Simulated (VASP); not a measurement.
# CdS (R3m) in VASP: further runs, part 2 of 2

VASP 6.6.1. Earlier steps stand in the parts before.

## 3. Single point, r2SCAN (epitaxial 111 strain -3.0%)

Contents of POSCAR:

```
CdS
1.0
    0.1123717518      2.9634101495      2.9634101495
    2.9634101495      0.1123717518      2.9634101495
    2.9634101495      2.9634101495      0.1123717518
Cd S
1 1
Direct
    0.0043133916      0.0043133916      0.0043133916
    0.2456866084      0.2456866084      0.2456866084
```

Contents of INCAR.step1:

```
ALGO     = Normal         # electronic algorithm
EDIFF    = 1E-4           # SCF threshold, eV
ENCUT    = 520            # plane-wave cutoff, eV
GGA      = PE             # functional
ISMEAR   = 0              # smearing method
LASPH    = True           # aspherical terms in the spheres
LCHARG   = False          # write CHGCAR
LREAL    = False          # projectors in reciprocal space
LWAVE    = True           # write WAVECAR
NBANDS   = 16             # bands
NELM     = 100            # most SCF steps
PREC     = Accurate       # precision mode
SIGMA    = 0.01           # smearing width, eV
```

Contents of INCAR.step2:

```
ALGO     = Normal         # electronic algorithm
EDIFF    = 1E-6           # SCF threshold, eV
ENCUT    = 520            # plane-wave cutoff, eV
ISIF     = 2              # what is computed and relaxed
ISMEAR   = 0              # smearing method
ISTART   = 1            
LASPH    = True           # aspherical terms in the spheres
LCHARG   = False          # write CHGCAR
LMIXTAU  = True         
LREAL    = False          # projectors in reciprocal space
LWAVE    = False          # write WAVECAR
METAGGA  = R2SCAN         # meta-GGA
NBANDS   = 16             # bands
NELM     = 100            # most SCF steps
PREC     = Accurate       # precision mode
SIGMA    = 0.01           # smearing width, eV
```

Contents of KPOINTS:

```
k-points
0
Gamma
  8 8 8
```

Potentials or basis: VASP PAW PBE potentials, release 64 (Cd, S).

Launch:

```console
$ cat potpaw_PBE.64/Cd/POTCAR potpaw_PBE.64/S/POTCAR > POTCAR
$ cp INCAR.step1 INCAR
$ mpirun -np 1 vasp_std > vasp.out
$ cp INCAR.step2 INCAR
$ mpirun -np 1 vasp_std > vasp.out
```

OUTCAR:

```text
EDIFF = 1E-6
   ENCUT = 520
   ISIF = 2
   ISMEAR = 0
   ISTART = 1
   LASPH = True
   LREAL = False
   METAGGA = R2SCAN
   NELM = 100
   PREC = Accurate

 ion  position               nearest neighbor table
   1  0.004  0.004  0.004-   2 2.52   2 2.52   2 2.52   2 2.52
   2  0.246  0.246  0.246-   1 2.52   1 2.52   1 2.52   1 2.52

  LATTYP: Found a trigonal (rhomboedric) cell.
 ALAT       =     4.1924010828
 COS(alpha) =     0.5375332818

  Lattice vectors:

 A1 = (   0.1123717518,   2.9634101495,   2.9634101495)
 A2 = (   2.9634101495,   0.1123717518,   2.9634101495)
 A3 = (   2.9634101495,   2.9634101495,   0.1123717518)

Analysis of symmetry for initial positions (statically):
=====================================================================
 Subroutine PRICEL returns:
 Original cell was already a primitive cell.

 Routine SETGRP: Setting up the symmetry group for a
 trigonal (rhombohedral) supercell.

 Subroutine GETGRP returns: Found  6 space group operations
 (whereof  6 operations were pure point group operations)
 out of a pool of 12 trial point group operations.

The static configuration has the point symmetry C_3v.

Analysis of symmetry for dynamics (positions and initial velocities):
=====================================================================
 Subroutine PRICEL returns:
 Original cell was already a primitive cell.

 Routine SETGRP: Setting up the symmetry group for a
 trigonal (rhombohedral) supercell.

 Subroutine GETGRP returns: Found  6 space group operations
 (whereof  6 operations were pure point group operations)
 out of a pool of 12 trial point group operations.

The dynamic configuration has the point symmetry C_3v.

 Subroutine INISYM returns: Found  6 space group operations
 (whereof  6 operations are pure point group operations),
 and found     1 'primitive' translations

----------------------------------------------------------------------------------------

[... 112 lines left out ...]
     AMIX_MAG =   1.60;   BMIX_MAG =  1.00
  volume/ion in A,a.u.               =      24.54       165.63
  Fermi-wavevector in a.u.,A,eV,Ry     =   1.171756  2.214299 18.680977  1.373013
  Thomas-Fermi vector in A             =   2.308195
   LORBIT       =      0    0 simple, 1 ext, 2 COOP (PROOUT), +10 PAW based schemes
   METAGGA = R2SCAN    functional components
   LHFCALC =     F    Hartree Fock is set to
   AEXX    =    0.0000 exact exchange contribution
   IVDW    =     0    specifies the selected vdW correction
   LEPSILON=     F    determine dielectric tensor
   LRPA    =     F    only Hartree local field effects (RPA)
 non-spin polarized calculation
 Gauss-broadening in eV      SIGMA  =   0.01
  energy-cutoff  :      520.00
  volume of cell :       49.09
 maximum number of plane-waves:      1340
   NGX = 15   NGY = 15   NGZ = 15

 number of electron      18.0000001 magnetization

 Free energy of the ion-electron system (eV)
  ---------------------------------------------------
  ext. energy  EPLUGINS =         0.00000000
  ---------------------------------------------------
  free energy    TOTEN  =       -29.65404296 eV

  energy without entropy =      -29.65404296  energy(sigma->0) =      -29.65404296

 E-fermi :   1.3130     XC(G=0):  -9.7906

 val. band max:        1.2261406387   @ k =   0.0000   0.0000   0.0000
 cond. band min:       2.7086678493   @ k =   0.0000   0.0000   0.0000
 fundamental gap:      1.4825272106
 Fermi energy:         1.3129657519

 k-point     1 :       0.0000    0.0000    0.0000
  band No.  band energies     occupation
      1     -11.7887      2.00000
      2      -6.8903      2.00000
      3      -6.8449      2.00000
      4      -6.8449      2.00000
      5      -6.3401      2.00000
      6      -6.3401      2.00000
[... 433 lines left out ...]
      3      -6.7450      2.00000
      4      -6.4568      2.00000
      5      -6.3430      2.00000
      6      -6.3031      2.00000
[... 8 lines left out ...]
     15      13.0189      0.00000
     16      13.8538      0.00000

 [... further k-points ...]

------------------------ aborting loop because EDIFF is reached ----------------------------------------

  FORCE on cell =-STRESS in cart. coord.  units (eV):
  Direction    XX          YY          ZZ          XY          YZ          ZX
  --------------------------------------------------------------------------------------
  -------------------------------------------------------------------------------------
  Total        0.7270535      0.7270535      0.7270535     -0.3094190     -0.3094190     -0.3094190
  in kB       23.7296841     23.7296841     23.7296841    -10.0988656    -10.0988656    -10.0988656
  external PRESSURE =      23.7296841 kB  Pullay stress =       0.0000000 kB

 VOLUME and BASIS-vectors are now :
 -----------------------------------------------------------------------------
  energy-cutoff  :      520.00
  volume of cell :       49.09
      direct lattice vectors                 reciprocal lattice vectors
     0.112371752  2.963410150  2.963410150    -0.178637910  0.172111487  0.172111487
     2.963410150  0.112371752  2.963410150     0.172111487 -0.178637910  0.172111487
     2.963410150  2.963410150  0.112371752     0.172111487  0.172111487 -0.178637910

 POSITION                                       TOTAL-FORCE (eV/Angst)
 -----------------------------------------------------------------------------------
      0.02605      0.02605      0.02605         0.003544      0.003544      0.003544
      1.48375      1.48375      1.48375        -0.003544     -0.003544     -0.003544
 -----------------------------------------------------------------------------------
    total drift:                               -0.000324     -0.000324     -0.000324

  FREE ENERGIE OF THE ION-ELECTRON SYSTEM (eV)
  ---------------------------------------------------
  free  energy   TOTEN  =       -29.6540429574 eV

  energy  without entropy=      -29.6540429574  energy(sigma->0) =      -29.65404296
```

OUTCAR.step1:

```text
EDIFF = 1E-4
   ENCUT = 520
   GGA = PE
   ISMEAR = 0
   LASPH = True
[... 677 lines left out ...]
 -----------------------------------------------------------------------------------
      0.02605      0.02605      0.02605         0.002150      0.002150      0.002150
      1.48375      1.48375      1.48375        -0.002150     -0.002150     -0.002150
 -----------------------------------------------------------------------------------
    total drift:                               -0.000660     -0.000660     -0.000660

  FREE ENERGIE OF THE ION-ELECTRON SYSTEM (eV)
  ---------------------------------------------------
  free  energy   TOTEN  =        -6.0930259803 eV

  energy  without entropy=       -6.0930259803  energy(sigma->0) =       -6.09302598
```

OSZICAR.step1:

```text
N       E                     dE             d eps       ncg     rms          rms(c)
DAV:   1     0.108792444422E+03    0.10879E+03   -0.90990E+03  2128   0.103E+03
DAV:   2    -0.249768455716E+01   -0.11129E+03   -0.10539E+03  2560   0.255E+02
DAV:   3    -0.661771059872E+01   -0.41200E+01   -0.41131E+01  2544   0.512E+01
DAV:   4    -0.664244023702E+01   -0.24730E-01   -0.24727E-01  2704   0.391E+00
DAV:   5    -0.664276887466E+01   -0.32864E-03   -0.32864E-03  2472   0.425E-01    0.826E+00
DAV:   6    -0.611308576176E+01    0.52968E+00   -0.83718E-01  3200   0.117E+01    0.661E+00
DAV:   7    -0.609274325299E+01    0.20343E-01   -0.20411E-01  2688   0.310E+00    0.318E+00
DAV:   8    -0.609292285755E+01   -0.17960E-03   -0.18930E-02  2520   0.175E+00    0.320E-01
DAV:   9    -0.609283016651E+01    0.92691E-04   -0.21470E-03  2496   0.694E-01    0.599E-02
DAV:  10    -0.609294647930E+01   -0.11631E-03   -0.24405E-04  2704   0.161E-01    0.645E-02
DAV:  11    -0.609302598035E+01   -0.79501E-04   -0.12036E-04  2320   0.893E-02
   1 F= -.60930260E+01 E0= -.60930260E+01  d E =-.647875E-75
```

Run time: 90 s. Hardware: 1 thread of Intel Xeon Platinum 8488C (Sapphire Rapids), shared host; peak memory 0.21 GiB.

What came out:

* Free energy: -29.6540 eV
* Pressure: 2.4 GPa
* Largest force: 0.006 eV/Å
* Band gap on the k mesh: 1.48 eV, direct

Forces on the atoms (eV/Å):
```
Cd   0.004  0.004  0.004
S   -0.004 -0.004 -0.004
```

Levels at points of the mesh, in eV from the valence-band top:
| k point | band 7 | band 8 | band 9 | band 10 | band 11 | band 12 |
| --- | --- | --- | --- | --- | --- | --- |
| (0.00, 0.00, 0.00) | -0.27 | 0.00 | 0.00 | 1.48 | 6.59 | 7.26 |
| (0.50, 0.00, 0.00) | -4.54 | -1.05 | -0.75 | 3.27 | 7.26 | 7.30 |
| (0.50, 0.50, 0.00) | -4.10 | -2.19 | -1.87 | 3.62 | 4.79 | 9.64 |
| (0.50, 0.50, 0.50) | -4.78 | -0.73 | -0.73 | 3.80 | 7.60 | 7.76 |

Caveat: the cell differs from its parent crystal (epitaxial 111 strain -3.0%); the PAW data sets were made with another functional, which shifts forces and pressure a little.
